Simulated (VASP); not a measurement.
Input of a VASP 6.6.1 run:

The input POSCAR:

```
B
1.0
    2.4589500000      1.4196754444      4.1935000000
   -2.4589500000      1.4196754444      4.1935000000
    0.0000000000     -2.8393508888      4.1935000000
B
12
Direct
    0.0101900000      0.6536100000      0.0101900000
    0.0101900000      0.0101900000      0.6536100000
    0.6536100000      0.0101900000      0.0101900000
    0.9898100000      0.3463900000      0.9898100000
    0.3463900000      0.9898100000      0.9898100000
    0.9898100000      0.9898100000      0.3463900000
    0.2211800000      0.6306000000      0.2211800000
    0.2211800000      0.2211800000      0.6306000000
    0.6306000000      0.2211800000      0.2211800000
    0.7788200000      0.3694000000      0.7788200000
    0.3694000000      0.7788200000      0.7788200000
    0.7788200000      0.7788200000      0.3694000000
```

The input INCAR.step1:

```
PREC = Accurate
ENCUT = 550
ISMEAR = 0
SIGMA = 0.1
LREAL = F
LASPH = T
NELM = 120
NBANDS = 30
GGA = PE
ALGO = Normal
EDIFF = 1E-5
LWAVE = T
LCHARG = F
GGA_COMPAT = F
```

The input INCAR.step2:

```
PREC = Accurate
ENCUT = 550
EDIFF = 1E-6
ISMEAR = 0
SIGMA = 0.1
LREAL = F
LASPH = T
NELM = 120
ALGO = Normal
ISIF = 2
LWAVE = F
LCHARG = F
METAGGA = R2SCAN
LMIXTAU = T
NBANDS = 30
ISTART = 1
GGA_COMPAT = F
```

File KPOINTS:

```
regular mesh
0
Gamma
  6 6 6
```

Potentials or basis: VASP PAW PBE potentials, release 64 (B).

The run is started by

```console
$ cat potpaw_PBE.64/B/POTCAR > POTCAR
$ cp INCAR.step1 INCAR
$ mpirun -np 1 vasp_std > vasp.out
$ cp INCAR.step2 INCAR
$ mpirun -np 1 vasp_std > vasp.out
```

Problem. Predict the band gap on the k mesh.

Solution. 1.53 eV (least direct gap 1.97 eV).

Problem. What does it give for the largest force?

Solution. 0.234 eV/Å.

Forces in eV/Å, atoms in the order of the input:
```
B   -0.122  0.070  0.087
B    0.000 -0.141  0.087
B    0.122  0.070  0.087
B    0.122 -0.070 -0.087
B   -0.122 -0.070 -0.087
B    0.000  0.141 -0.087
B   -0.197  0.114 -0.055
B    0.000 -0.227 -0.055
B    0.197  0.114 -0.055
B    0.197 -0.114  0.055
B   -0.197 -0.114  0.055
B    0.000  0.227  0.055
```

Caveat: the cell stands under tension; the PAW data sets were made with another functional, which shifts forces and pressure a little. r2SCAN opens gaps a little over a GGA but as a rule still falls short of measured ones.
